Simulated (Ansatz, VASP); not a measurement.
**Two plane-wave programs on In**

File INCAR:

```
PREC = Accurate
ENCUT = 520
EDIFF = 1E-6
ISMEAR = 0
SIGMA = 0.022
LREAL = False
LASPH = True
NELM = 100
ALGO = Fast
ISIF = 2
LWAVE = False
LCHARG = True
GGA = PE
LELF = True
LVHAR = True
NBANDS = 12
```

KPOINTS

```
Automatic mesh
0
Gamma
  11 11 11
```

Contents of POSCAR:

```
In
1.0
   -1.6254700000      1.6254700000      2.4737000000
    1.6254700000     -1.6254700000      2.4737000000
    1.6254700000      1.6254700000     -2.4737000000
In
1
Direct
    0.0000000000      0.0000000000      0.0000000000
```

File input.yaml:

```yaml
crystal:
  lattice:
    - [-1.62547, 1.62547, 2.4737]
    - [1.62547, -1.62547, 2.4737]
    - [1.62547, 1.62547, -2.4737]
  atoms:
    - { symbol: In, position: [0.0, 0.0, 0.0] }
hamiltonian:
  xc: pbe
  pseudopotentials: { kind: paw }
kpoints:
  mp_grid: { grid: [11, 11, 11] }
scf:
  occupations: { method: gaussian, width: 0.022 }
output:
  forces: true
  stress: true
  eigenvalues: true
  write_density: true
  write_potential: true
  elf: true
  volumetric_format: npy
```

Alike in both runs: task single point; functional PBE; k mesh 11 × 11 × 11; occupations gaussian, width 0.022 eV; no spin polarisation.

|  | VASP | Ansatz |
| --- | --- | --- |
| version | VASP 6.6.1 | Ansatz 0.2.0 |
| potentials or method | VASP PAW PBE potentials, release 64 (In_d) | Ansatz PAW |
| plane-wave cutoff (eV) | 520 | 420 |
| valence electrons in the cell | 13 | 13 |

```csv
,VASP,Ansatz,Ansatz less VASP
gap on the k mesh at the Fermi level (eV),none,none,-
pressure (GPa),1.9,2.0,+0.08
"traceless stress, the component that is largest in VASP (GPa)",-0.42,-0.42,+0.005
```

A gap of «none» marks a metal or a gap that the smearing closes.
